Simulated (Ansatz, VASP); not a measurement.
## One calculation of C, two programs

File INCAR:

```
SYSTEM = C
PREC = Accurate
ENCUT = 520
EDIFF = 1E-7
ISMEAR = 0
SIGMA = 0.15
LREAL = .False.
LASPH = .True.
NELM = 60
ALGO = Normal
ISIF = 2
LWAVE = .False.
LCHARG = .False.
GGA = PS
NBANDS = 16
```

Contents of KPOINTS:

```
Automatic mesh
0
Gamma
  18 18 6
  0 0 0
```

POSCAR

```
C
1.0
    1.1434113954     -2.2285132197      0.0000000000
    1.1434113954      2.2285132197      0.0000000000
    0.0000000000      0.0000000000      7.3778182888
C
4
Direct
    0.0833216498      0.9166783502      0.7498439858
    0.5833216498      0.4166783502      0.2501560142
    0.9166783502      0.0833216498      0.2501560142
    0.4166783502      0.5833216498      0.7498439858
```

Input for Ansatz:

```yaml
crystal:
  lattice:
    - [1.1434113954, -2.2285132197, 0.0]
    - [1.1434113954, 2.2285132197, 0.0]
    - [0.0, 0.0, 7.3778182888]
  atoms:
    - { symbol: C, position: [0.0833216498, 0.9166783502, 0.7498439858] }
    - { symbol: C, position: [0.5833216498, 0.4166783502, 0.2501560142] }
    - { symbol: C, position: [0.9166783502, 0.0833216498, 0.2501560142] }
    - { symbol: C, position: [0.4166783502, 0.5833216498, 0.7498439858] }
basis:
  ecutwfc: 520.0
kpoints:
  mp_grid: { grid: [18, 18, 6] }
hamiltonian:
  xc: pbesol
  pseudopotentials: { kind: paw, azcp: { folder: soft_1 } }
scf:
  occupations: { method: gaussian, width: 0.15 }
output:
  forces: true
  stress: true
  eigenvalues: true
```

Change from the starting cell: normal strain along x -0.0700, normal strain along y +0.0467.

Alike in both runs: task single point; functional PBEsol; k mesh 18 × 18 × 6; occupations gaussian, width 0.15 eV; no spin polarisation.

```csv
,VASP,Ansatz
version,VASP 6.6.1,Ansatz 0.2.0
potentials or method,"VASP PAW PBE potentials, release 64 (C), cutoff 520 eV","scalar-relativistic, plane waves, PAW"
valence electrons in the cell,16,16
```

```csv
,VASP,Ansatz,Ansatz less VASP
gap on the k mesh at the Fermi level (eV),0.72,0.72,0.000
least direct gap on the mesh (eV),0.74,0.74,+0.001
pressure (GPa),14.7,14.0,-0.69
"traceless stress, the component that is largest in VASP (GPa)",59.50,58.93,-0.569
rms of the force components (eV/Å),0.860,0.841,-0.0186
```

VASP's potentials were made for PBE, not for PBEsol, and Ansatz warns of the same on its side. Atom by atom the forces differ by 0.019 eV/Å (rms over components).
